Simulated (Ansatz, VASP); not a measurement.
## One calculation of Bi, two programs

The input INCAR:

```
  PREC = Accurate
  ENCUT = 520
  EDIFF = 1E-8
  ISMEAR = -1
  SIGMA = 0.03
  LREAL = F
  LASPH = T
  NELM = 60
  ALGO = Normal
  ISIF = 2
  LWAVE = F
  LCHARG = F
  GGA = PE
  LEFG = T
  NBANDS = 22
```

KPOINTS

```
regular mesh
0
Gamma
  11 11 11
```

The input POSCAR:

```
Bi
1.0
    2.2729996784      1.3123169762      4.0330800000
   -2.2729996784      1.3123169762      4.0330800000
    0.0000000000     -2.6246339523      4.0330800000
Bi
2
Direct
    0.2338900000      0.2338900000      0.2338900000
    0.7661100000      0.7661100000      0.7661100000
```

Input for Ansatz:

```yaml
crystal:
  lattice:
    - [2.2729996784, 1.3123169762, 4.03308]
    - [-2.2729996784, 1.3123169762, 4.03308]
    - [0.0, -2.6246339523, 4.03308]
  atoms:
    - { symbol: Bi, position: [0.23389, 0.23389, 0.23389] }
    - { symbol: Bi, position: [0.76611, 0.76611, 0.76611] }
kpoints:
  mp_grid: { grid: [11, 11, 11] }
scf:
  occupations: { method: fermi_dirac, width: 0.03 }
hamiltonian:
  xc: pbe
  pseudopotentials: { kind: all_electron, datasets: crystal }
output:
  forces: true
  stress: true
  eigenvalues: true
  efg: { contact_densities: true }
```

Change from the starting cell: zz strain of +2 %, crystal datasets.

Alike in both runs: task electric field gradients; functional PBE; k mesh 11 × 11 × 11; occupations fermi-dirac, width 0.03 eV; no spin polarisation.

```csv
,VASP,Ansatz
version,VASP 6.6.1,Ansatz 0.2.0
potentials or method,"VASP PAW PBE potentials, release 64 (Bi_d), cutoff 520 eV","all-electron PAW with datasets made for the crystal, scalar-relativistic"
```

|  | VASP | Ansatz | Ansatz less VASP |
| --- | --- | --- | --- |
| pressure (GPa) | 0.9 | 0.9 | +0.07 |
| traceless stress, the component that is largest in VASP (GPa) | -0.18 | -0.18 | -0.002 |
| rms of the force components (eV/Å) | 0.044 | 0.040 | -0.0036 |
| size of Vzz on the site where it differs most (V/Å²) | 21.4 | 23.1 | +1.69 |

Atom by atom the forces differ by 0.004 eV/Å (rms over components). Ansatz ran all-electron here, and VASP with PAW potentials.

Spin-orbit coupling is off throughout.
